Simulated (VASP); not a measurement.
Zr, 2 atoms in the cell. Symmetry: P6_3/mmc, No. 194, hexagonal system. The conventional cell has a = 2.499 Å, b = 2.499 Å, c = 4.496 Å, α = 90.00°, β = 90.00°, γ = 120.00°. Within 3.3 Å of Zr (site symmetry -6m2) lie 12 Zr at 2.50 to 2.67 Å. 

| Item | Value |
| --- | --- |
| Program | VASP 6.6.1 |
| Task | single point |
| Functional | PBE |
| Potentials or basis | VASP PAW PBE potentials, release 64 (Zr_sv) |
| Cutoff | 520 eV |
| k mesh | 15 × 15 × 8 |
| Occupations | fermi-dirac, width 0.05 eV |
| Spin | no spin polarisation |
| Dipole correction | no |
| Further INCAR settings | ALGO = Normal; EDIFF = 1e-06; NBANDS = 19 |

Potentials or basis: VASP PAW PBE potentials, release 64 (Zr_sv).

Launch:

```console
$ cat potpaw_PBE.64/Zr_sv/POTCAR > POTCAR
$ mpirun -np 1 vasp_std > vasp.out
```

Hardware: 1 thread of Intel(R) Xeon(R) Platinum 8259CL CPU @ 2.50GHz (Skylake/Cascade Lake), on a shared host.

Problem. How long does it take, and how much memory?

Solution. It took 62 s on 1 thread of Intel(R) Xeon(R) Platinum 8259CL CPU @ 2.50GHz (Skylake/Cascade Lake), on a shared host, peak memory 0.17 GiB. Counts: scf iterations 13, k points 135.
